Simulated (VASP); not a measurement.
# Y3As (Pm-3m) in VASP: notebook

The runs below take Y3As through single point, relaxation of cell and atoms, with PBE.

Everything below comes from runs of VASP 6.6.1. Logs are shortened: lines on timing, memory, paths and dates and some standing lists are left out, and cuts for length are marked.

**1. The cell of the first run**

Symmetry: Pm-3m, No. 221, cubic system. Conventional cell: a = 4.676 Å, b = 4.676 Å, c = 4.676 Å, α = 90.00°, β = 90.00°, γ = 90.00°. Within 4.3 Å of Y (site symmetry 4/mmm) lie 8 Y at 3.31 Å and 4 As at 3.31 Å. Within 4.3 Å of As (site symmetry m-3m) lie 12 Y at 3.31 Å.

**2. Single point, PBE**

INCAR reads:

```
  PREC = Accurate
  ENCUT = 520
  EDIFF = 1E-6
  ISMEAR = 0
  SIGMA = 0.1
  LREAL = F
  LASPH = T
  NELM = 100
  ALGO = Normal
  ISIF = 2
  LWAVE = F
  LCHARG = F
  GGA = PE
  NBANDS = 27
```

KPOINTS reads:

```
regular mesh
0
Gamma
  4 4 4
```

POSCAR reads:

```
Y3As
1.0
    4.6758897585      0.0000000000      0.0000000000
    0.0000000000      4.6758897585      0.0000000000
    0.0000000000      0.0000000000      4.6758897585
Y As
3 1
Direct
    0.0000000000      0.5000000000      0.5000000000
    0.5000000000      0.0000000000      0.5000000000
    0.5000000000      0.5000000000      0.0000000000
    0.0000000000      0.0000000000      0.0000000000
```

Potentials or basis: VASP PAW PBE potentials, release 64 (Y_sv, As).

Run with:

```sh
$ cat potpaw_PBE.64/Y_sv/POTCAR potpaw_PBE.64/As/POTCAR > POTCAR
$ mpirun -np 1 vasp_std > vasp.out
```

OUTCAR:

```text
PREC = Accurate
   ENCUT = 520
   EDIFF = 1E-6
   ISMEAR = 0
   LREAL = F
   LASPH = T
   NELM = 100
   ISIF = 2
   GGA = PE

 ion  position               nearest neighbor table
   1  0.000  0.500  0.500-   2 3.31   3 3.31   4 3.31   3 3.31   4 3.31   2 3.31   4 3.31   4 3.31
                             2 3.31   3 3.31   3 3.31   2 3.31
   2  0.500  0.000  0.500-   1 3.31   3 3.31   4 3.31   3 3.31   4 3.31   1 3.31   3 3.31   3 3.31
                             1 3.31   4 3.31   4 3.31   1 3.31
   3  0.500  0.500  0.000-   1 3.31   2 3.31   4 3.31   1 3.31   2 3.31   2 3.31   4 3.31   2 3.31
                             1 3.31   4 3.31   1 3.31   4 3.31
   4  0.000  0.000  0.000-   1 3.31   2 3.31   3 3.31   1 3.31   2 3.31   1 3.31   3 3.31   1 3.31
                             2 3.31   3 3.31   2 3.31   3 3.31

  LATTYP: Found a simple cubic cell.
 ALAT       =     4.6758897585

  Lattice vectors:

 A1 = (   4.6758897585,   0.0000000000,   0.0000000000)
 A2 = (   0.0000000000,   4.6758897585,   0.0000000000)
 A3 = (   0.0000000000,   0.0000000000,   4.6758897585)

Analysis of symmetry for initial positions (statically):
=====================================================================
 Subroutine PRICEL returns:
 Original cell was already a primitive cell.

 Routine SETGRP: Setting up the symmetry group for a
 simple cubic supercell.

 Subroutine GETGRP returns: Found 48 space group operations
 (whereof 48 operations were pure point group operations)
 out of a pool of 48 trial point group operations.

The static configuration has the point symmetry O_h .

Analysis of symmetry for dynamics (positions and initial velocities):
=====================================================================
 Subroutine PRICEL returns:
 Original cell was already a primitive cell.

 Routine SETGRP: Setting up the symmetry group for a
 simple cubic supercell.

 Subroutine GETGRP returns: Found 48 space group operations
 (whereof 48 operations were pure point group operations)
 out of a pool of 48 trial point group operations.

The dynamic configuration has the point symmetry O_h .

 Subroutine INISYM returns: Found 48 space group operations
 (whereof 48 operations are pure point group operations),
 and found     1 'primitive' translations

----------------------------------------------------------------------------------------

                                     Primitive cell

  volume of cell :     102.2334

  direct lattice vectors                    reciprocal lattice vectors
     4.675889759  0.000000000  0.000000000     0.213863040  0.000000000  0.000000000
     0.000000000  4.675889759  0.000000000     0.000000000  0.213863040  0.000000000
     0.000000000  0.000000000  4.675889759     0.000000000  0.000000000  0.213863040

  length of vectors
     4.675889759  4.675889759  4.675889759     0.213863040  0.213863040  0.213863040

  position of ions in fractional coordinates (direct lattice)
     0.000000000  0.500000000  0.500000000
     0.500000000  0.000000000  0.500000000
     0.500000000  0.500000000  0.000000000
     0.000000000  0.000000000  0.000000000

  ion indices of the primitive-cell ions
   primitive index   ion index
                 1           1
                 2           2
                 3           3
                 4           4

----------------------------------------------------------------------------------------

 KPOINTS: regular mesh

Automatic generation of k-mesh.
 Grid dimensions read from file:
 generate k-points for:    4    4    4

 Generating k-lattice:

  Cartesian coordinates                     Fractional coordinates (reciprocal lattice)
     0.053465760  0.000000000  0.000000000     0.250000000  0.000000000  0.000000000
     0.000000000  0.053465760  0.000000000     0.000000000  0.250000000  0.000000000
     0.000000000  0.000000000  0.053465760     0.000000000  0.000000000  0.250000000

  Length of vectors
     0.053465760  0.053465760  0.053465760

  Shift w.r.t. Gamma in fractional coordinates (k-lattice)
     0.000000000  0.000000000  0.000000000

 Subroutine IBZKPT returns following result:
 ===========================================

 Found     10 irreducible k-points:

 Following reciprocal coordinates:
            Coordinates               Weight
  0.000000  0.000000  0.000000      1.000000
  0.250000  0.000000  0.000000      6.000000
  0.500000  0.000000  0.000000      3.000000
  0.250000  0.250000  0.000000     12.000000
  0.500000  0.250000  0.000000     12.000000
  0.500000  0.500000  0.000000      3.000000
  0.250000  0.250000  0.250000      8.000000
  0.500000  0.250000  0.250000     12.000000
  0.500000  0.500000  0.250000      6.000000
  0.500000  0.500000  0.500000      1.000000
   k-points           NKPTS =     10   k-points in BZ     NKDIM =     10   number of bands    NBANDS=     27
   number of dos      NEDOS =    301   number of ions     NIONS =      4
   total plane-waves  NPLWV =  46656
   dimension x,y,z NGX =    36 NGY =   36 NGZ =   36
   dimension x,y,z NGXF=    72 NGYF=   72 NGZF=   72
   ions per type =               3   1
   NGX,Y,Z   is equivalent  to a cutoff of  12.80, 12.80, 12.80 a.u.
   NGXF,Y,Z  is equivalent  to a cutoff of  25.60, 25.60, 25.60 a.u.
 SYSTEM =  unknown system
   PREC   = accura    normal or accurate (medium, high low for compatibility)
   ISTART =      0    job   : 0-new  1-cont  2-samecut
   ICHARG =      2    charge: 1-file 2-atom 10-const
   ISPIN  =      1    spin polarized calculation?
   LNONCOLLINEAR =      F non collinear calculations
   LSORBIT =      F    spin-orbit coupling
   LASPH  =      T    aspherical Exc in radial PAW
   ENCUT  =  520.0 eV  38.22 Ry    6.18 a.u.   8.69  8.69  8.69*2*pi/ulx,y,z
   NELM   =    100;   NELMIN=  2; NELMDL= -5     # of ELM steps
   EDIFF  = 0.1E-05   stopping-criterion for ELM
   LREAL  =      F    real-space projection
   EDIFFG = 0.1E-04   stopping-criterion for IOM
   NSW    =      0    number of steps for IOM
   IBRION =     -1    ionic relax: 0-MD 1-quasi-New 2-CG
   NFREE  =      0    steps in history (QN), initial steepest desc. (CG)
   ISIF   =      2    stress and relaxation
   ISYM   =      2    0-nonsym 1-usesym 2-fastsym
   POTIM  = 0.5000    time-step for ionic-motion
   TEBEG  =    0.0;   TEEND  =   0.0 temperature during run
   PSTRESS=    0.0 pullay stress
   NELECT =      38.0000    total number of electrons
   NUPDOWN=      -1.0000    fix difference up-down
   EMIN   =  10.00;   EMAX   =-10.00  energy-range for DOS
   EFERMI =   0.00;   METHOD = LEGACY
   ISMEAR =     0;   SIGMA  =   0.10  broadening in eV -4-tet -1-fermi 0-gaus
   EFERMI_NEDOS =   21; number of points for ismear=-14 and -15
   IALGO  =     38    algorithm
   IMIX   =      4    mixing-type and parameters
     AMIX     =   0.40;   BMIX     =  1.00
     AMIX_MAG =   1.60;   BMIX_MAG =  1.00
  volume/ion in A,a.u.               =      25.56       172.48
  Fermi-wavevector in a.u.,A,eV,Ry     =   1.177078  2.224354 18.851031  1.385512
  Thomas-Fermi vector in A             =   2.313430
   LORBIT       =      0    0 simple, 1 ext, 2 COOP (PROOUT), +10 PAW based schemes
   GGA     = PE    functional components
   LHFCALC =     F    Hartree Fock is set to
   AEXX    =    0.0000 exact exchange contribution
   IVDW    =     0    specifies the selected vdW correction
   LEPSILON=     F    determine dielectric tensor
   LRPA    =     F    only Hartree local field effects (RPA)
 non-spin polarized calculation
 Gauss-broadening in eV      SIGMA  =   0.10
  energy-cutoff  :      520.00
  volume of cell :      102.23
 maximum number of plane-waves:      2800
 NGX is ok and might be reduce to    36
   NGX = 17   NGY = 17   NGZ = 17

 number of electron      37.9999994 magnetization

 Free energy of the ion-electron system (eV)
  ---------------------------------------------------
  ext. energy  EPLUGINS =         0.00000000
  ---------------------------------------------------
  free energy    TOTEN  =       -25.53908469 eV

  energy without entropy =      -25.49506495  energy(sigma->0) =      -25.51707482

 E-fermi :   4.6414     XC(G=0): -10.1840

 val. band max:        4.6227968428   @ k =   0.5000   0.0000   0.0000
 cond. band min:       4.6443307712   @ k =   0.2500   0.0000   0.0000
 fundamental gap:      0.0215339284
 Fermi energy:         4.6413521115

 k-point     1 :       0.0000    0.0000    0.0000
  band No.  band energies     occupation
      1     -38.0144      2.00000
      2     -37.8398      2.00000
      3     -37.8398      2.00000
      4     -18.3723      2.00000
      5     -18.3723      2.00000
      6     -18.3723      2.00000
[... 19 lines left out ...]
     26       7.5459      0.00000
     27       9.6753      0.00000

 k-point     2 :       0.2500    0.0000    0.0000
  band No.  band energies     occupation
      1     -37.9922      2.00000
      2     -37.8621      2.00000
      3     -37.8395      2.00000
      4     -18.3090      2.00000
      5     -18.3090      2.00000
      6     -18.2826      2.00000
[... 19 lines left out ...]
     26       8.0965      0.00000
     27       8.3659      0.00000

 k-point     3 :       0.5000    0.0000    0.0000
  band No.  band energies     occupation
      1     -37.9562      2.00000
      2     -37.8981      2.00000
      3     -37.8392      2.00000
      4     -18.2177      2.00000
      5     -18.2177      2.00000
      6     -18.1169      2.00000
[... 19 lines left out ...]
     26       7.0098      0.00000
     27       7.0452      0.00000

 k-point     4 :       0.2500    0.2500    0.0000
  band No.  band energies     occupation
      1     -37.9725      2.00000
      2     -37.8687      2.00000
      3     -37.8522      2.00000
      4     -18.3518      2.00000
      5     -18.2434      2.00000
      6     -18.1509      2.00000
[... 19 lines left out ...]
     26       8.0466      0.00000
     27       8.1772      0.00000

 k-point     5 :       0.5000    0.2500    0.0000
  band No.  band energies     occupation
      1     -37.9389      2.00000
      2     -37.8977      2.00000
      3     -37.8562      2.00000
      4     -18.2808      2.00000
      5     -18.2318      2.00000
      6     -18.1428      2.00000
[... 19 lines left out ...]
     26       7.9392      0.00000
     27       8.0781      0.00000

 k-point     6 :       0.5000    0.5000    0.0000
  band No.  band energies     occupation
      1     -37.8975      2.00000
      2     -37.8974      2.00000
      3     -37.8974      2.00000
      4     -18.3781      2.00000
      5     -18.2402      2.00000
      6     -18.0270      2.00000
[... 19 lines left out ...]
     26       7.1804      0.00000
     27       7.3955      0.00000

 k-point     7 :       0.2500    0.2500    0.2500
  band No.  band energies     occupation
      1     -37.9559      2.00000
      2     -37.8684      2.00000
      3     -37.8684      2.00000
      4     -18.4173      2.00000
      5     -18.2041      2.00000
      6     -18.2041      2.00000
[... 19 lines left out ...]
     26       7.8252      0.00000
     27       7.9649      0.00000

 k-point     8 :       0.5000    0.2500    0.2500
  band No.  band energies     occupation
      1     -37.9265      2.00000
      2     -37.8974      2.00000
      3     -37.8680      2.00000
      4     -18.3847      2.00000
      5     -18.2927      2.00000
      6     -18.2468      2.00000
[... 19 lines left out ...]
     26       7.5338      0.00000
     27       7.8947      0.00000

 k-point     9 :       0.5000    0.5000    0.2500
  band No.  band energies     occupation
      1     -37.8970      2.00000
      2     -37.8970      2.00000
      3     -37.8970      2.00000
      4     -18.4427      2.00000
      5     -18.3730      2.00000
      6     -18.2647      2.00000
[... 19 lines left out ...]
     26       7.5673      0.00000
     27       7.5695      0.00000

 k-point    10 :       0.5000    0.5000    0.5000
  band No.  band energies     occupation
      1     -37.8966      2.00000
      2     -37.8966      2.00000
      3     -37.8966      2.00000
      4     -18.5679      2.00000
      5     -18.3679      2.00000
      6     -18.3679      2.00000
[... 19 lines left out ...]
     26       7.2768      0.00000
     27       7.2768      0.00000

------------------------ aborting loop because EDIFF is reached ----------------------------------------

  FORCE on cell =-STRESS in cart. coord.  units (eV):
  Direction    XX          YY          ZZ          XY          YZ          ZX
  --------------------------------------------------------------------------------------
  -------------------------------------------------------------------------------------
  Total       -0.1253787     -0.1253787     -0.1253787     -0.0000000     -0.0000000     -0.0000000
  in kB       -1.9649044     -1.9649044     -1.9649044     -0.0000000     -0.0000000     -0.0000000
  external PRESSURE =      -1.9649044 kB  Pullay stress =       0.0000000 kB

 VOLUME and BASIS-vectors are now :
 -----------------------------------------------------------------------------
  energy-cutoff  :      520.00
  volume of cell :      102.23
      direct lattice vectors                 reciprocal lattice vectors
     4.675889759  0.000000000  0.000000000     0.213863040  0.000000000  0.000000000
     0.000000000  4.675889759  0.000000000     0.000000000  0.213863040  0.000000000
     0.000000000  0.000000000  4.675889759     0.000000000  0.000000000  0.213863040

 POSITION                                       TOTAL-FORCE (eV/Angst)
 -----------------------------------------------------------------------------------
      0.00000      2.33794      2.33794         0.000000      0.000000      0.000000
      2.33794      0.00000      2.33794         0.000000      0.000000      0.000000
      2.33794      2.33794      0.00000         0.000000      0.000000      0.000000
      0.00000      0.00000      0.00000         0.000000      0.000000      0.000000
 -----------------------------------------------------------------------------------
    total drift:                                0.000000      0.000000      0.000000

  FREE ENERGIE OF THE ION-ELECTRON SYSTEM (eV)
  ---------------------------------------------------
  free  energy   TOTEN  =       -25.5390846910 eV

  energy  without entropy=      -25.4950649505  energy(sigma->0) =      -25.51707482
```

It took 25 s on 1 thread of AMD EPYC 9R45 (Zen 5), shared host; peak memory 0.19 GiB.

Results:

```
Free energy            : -25.5391 eV
Pressure               : -0.2 GPa
Band gap on the k mesh : zero (band 19 reaches 4.80 eV, above the bottom of band 20 at 3.75 eV)
```

**3. Relaxation of cell and atoms, PBE**

This run uses another cell than the first one, of 20.17 Å³/atom, 0.789 times its volume.

INCAR reads:

```
SYSTEM = Y3As
ALGO     = Normal         ! electronic algorithm
EDIFF    = 1E-6           ! SCF threshold, eV
EDIFFG   = -0.04          ! ionic threshold
ENCUT    = 600            ! plane-wave cutoff, eV
GGA      = PE             ! functional
IBRION   = 2              ! ionic algorithm
ISIF     = 3              ! what is computed and relaxed
ISMEAR   = 0              ! smearing method
LASPH    = .True.         ! aspherical terms in the spheres
LCHARG   = .False.        ! write CHGCAR
LREAL    = .False.        ! projectors in reciprocal space
LWAVE    = .False.        ! write WAVECAR
NELM     = 100            ! most SCF steps
NSW      = 90             ! ionic steps
PREC     = Accurate       ! precision mode
SIGMA    = 0.1            ! smearing width, eV
```

KPOINTS reads:

```
k-points
0
Gamma
  4 4 4
  0 0 0
```

POSCAR reads:

```
Y3As
1.0
    4.3212400500      0.0000000000      0.0000000000
    0.0000000000      4.3212400500      0.0000000000
    0.0000000000      0.0000000000      4.3212400500
Y As
3 1
Direct
    0.0000000000      0.5000000000      0.5000000000
    0.5000000000      0.0000000000      0.5000000000
    0.5000000000      0.5000000000      0.0000000000
    0.0000000000      0.0000000000      0.0000000000
```

Potentials or basis: VASP PAW PBE potentials, release 64 (Y_sv, As).

Run with:

```sh
$ cat potpaw_PBE.64/Y_sv/POTCAR potpaw_PBE.64/As/POTCAR > POTCAR
$ mpirun -np 1 vasp_std > vasp.out
```

It took 76 s on 1 thread of AMD EPYC 9R45 (Zen 5), shared host; peak memory 0.19 GiB.

It converged, with:

- Free energy: -25.5381 eV
- Relaxed volume: 25.45 Å³/atom
- Relaxed cell: a = 4.669 Å, b = 4.669 Å, c = 4.669 Å, α = 90.00°, β = 90.00°, γ = 90.00°
- Space group after relaxing (to 0.05 Å): Pm-3m (No. 221)
- Energy gained by relaxing: 268.7 meV/atom
- Ionic steps: 3
- Pressure after relaxing: 0.0 GPa
- Band gap on the k mesh: zero (band 19 reaches 4.82 eV, above the bottom of band 20 at 3.77 eV)

The path:
```tsv
step	energy change (eV)	largest force (eV/Å)	pressure (GPa)	volume (Å³)
1	0.0000	0.0000	19.39	80.69
2	-0.9128	0.0000	-4.35	112.70
3	-1.0746	0.0000	0.02	101.79
```

Final structure:
```
CELL_PARAMETERS angstrom
4.66915 0.00000 0.00000
0.00000 4.66915 0.00000
0.00000 0.00000 4.66915
ATOMIC_POSITIONS crystal
Y 0.00000 0.50000 0.50000
Y 0.50000 0.00000 0.50000
Y 0.50000 0.50000 0.00000
As 0.00000 0.00000 0.00000
```

Levels at points of the mesh, in eV from the Fermi level:
```
           k point  band 17  band 18  band 19  band 20  band 21  band 22
(0.00, 0.00, 0.00)    -1.91    -1.55    -1.55    -0.89    -0.89    -0.89
(0.50, 0.00, 0.00)    -1.80    -0.29    -0.02     0.64     1.14     1.14
(0.50, 0.50, 0.00)    -0.88     0.05     0.05     0.26     1.26     1.26
(0.50, 0.50, 0.50)    -1.81    -1.81    -1.81     1.47     1.49     1.49
```

Caveat: the k points lie up to 0.34 Å⁻¹ apart in the final cell; the volume moved by over 15 % at a fixed basis, so the end points are rough.
